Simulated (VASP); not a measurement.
## Sb: single point with PBEsol

The system is Sb, a sheet with vacuum.

```
Sb
1.0
     4.04183    0.00000    0.00000
    -2.02092    3.50033    0.00000
     0.00000    0.00000   27.10000
Sb
2
Direct
  0.33333 0.66667 0.25858
  0.66667 0.33333 0.31891
```

```json
{
 "Program": "VASP 6.6.1",
 "Task": "single point",
 "Functional": "PBEsol",
 "Potentials or basis": "VASP PAW PBE potentials, release 64 (Sb)",
 "Cutoff": "400 eV",
 "k mesh": "12 × 12 × 1",
 "Occupations": "gaussian, width 0.03 eV",
 "Spin": "no spin polarisation"
}
```

```yaml
Largest_force: 0.120 eV/Å
Band_gap_on_the_k_mesh: 1.16 eV, indirect (least direct gap 1.66 eV)
```

Forces on the atoms (eV/Å):
```
Sb   0.000  0.000 -0.120
Sb   0.000  0.000  0.120
```

Levels at points of the mesh, in eV from the valence-band top:
| k point | band 2 | band 3 | band 4 | band 5 | band 6 | band 7 | band 8 | band 9 |
| --- | --- | --- | --- | --- | --- | --- | --- | --- |
| (0.00, 0.00, 0.00) | -6.44 | -0.77 | 0.00 | 0.00 | 1.66 | 2.84 | 2.84 | 4.30 |
| (0.50, 0.00, 0.00) | -7.95 | -3.15 | -1.67 | -1.63 | 1.53 | 2.34 | 3.60 | 4.96 |

Wall time 82 s on 1 thread of Intel(R) Xeon(R) Platinum 8375C CPU @ 2.90GHz (Ice Lake) (shared host), peak memory 0.34 GiB.

Caveat: the PAW data sets were made with another functional, which shifts forces and pressure a little; spin-orbit coupling is left out, which moves the levels of the heavy elements.
